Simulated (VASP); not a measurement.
CaB6: single point with PBEsol

CaB6:

```
CELL_PARAMETERS angstrom
4.12734 0.00000 0.00000
0.00000 4.12734 0.00000
0.00000 0.00000 4.12734
ATOMIC_POSITIONS crystal
Ca 0.50000 0.50000 0.50000
B 0.00000 0.00000 0.29838
B 0.00000 0.00000 0.70162
B 0.29838 0.00000 0.00000
B 0.70162 0.00000 0.00000
B 0.00000 0.29838 0.00000
B 0.00000 0.70162 0.00000
```

* Program: VASP 6.6.1
* Task: single point
* Functional: PBEsol
* Potentials or basis: VASP PAW PBE potentials, release 64 (Ca_sv, B)
* Cutoff: 520 eV
* k mesh: 10 × 10 × 10
* Occupations: gaussian, width 0.1 eV
* Spin: no spin polarisation
* Dipole correction: no
* Further INCAR settings: ALGO = Normal; EDIFF = 1e-06; NBANDS = 23

| Property | Result |
| --- | --- |
| Pressure | 0.3 GPa |
| Largest force | 0.031 eV/Å |
| Band gap on the k mesh | 0.04 eV |

Forces in eV/Å, atoms in the order of the input:
```
Ca   0.000  0.000  0.000
B    0.000  0.000  0.031
B    0.000  0.000 -0.031
B    0.031  0.000  0.000
B   -0.031  0.000  0.000
B    0.000  0.031  0.000
B    0.000 -0.031  0.000
```

Levels at points of the mesh, in eV from the valence-band top:
| k point | band 10 | band 11 | band 12 | band 13 | band 14 | band 15 | band 16 | band 17 | band 18 | band 19 |
| --- | --- | --- | --- | --- | --- | --- | --- | --- | --- | --- |
| (0.00, 0.00, 0.00) | -5.28 | -5.28 | -0.32 | -0.32 | -0.32 | 2.83 | 2.83 | 2.83 | 3.38 | 3.38 |
| (0.50, 0.00, 0.00) | -4.85 | -2.40 | -2.40 | -1.76 | -0.17 | 0.09 | 3.23 | 3.23 | 3.85 | 3.86 |
| (0.50, 0.50, 0.00) | -5.03 | -2.73 | -2.73 | -1.45 | -1.45 | 3.05 | 3.05 | 4.10 | 4.44 | 4.44 |
| (0.50, 0.50, 0.50) | -4.41 | -4.41 | -1.06 | -1.06 | -1.06 | 4.20 | 4.83 | 4.83 | 4.94 | 4.94 |

It took 31 s on 1 thread of Intel(R) Xeon(R) 6975P-C (Granite Rapids) (shared host), peak memory 0.21 GiB.

Caveat: the PAW data sets were made with another functional, which shifts forces and pressure a little. A k mesh can miss the band edges.
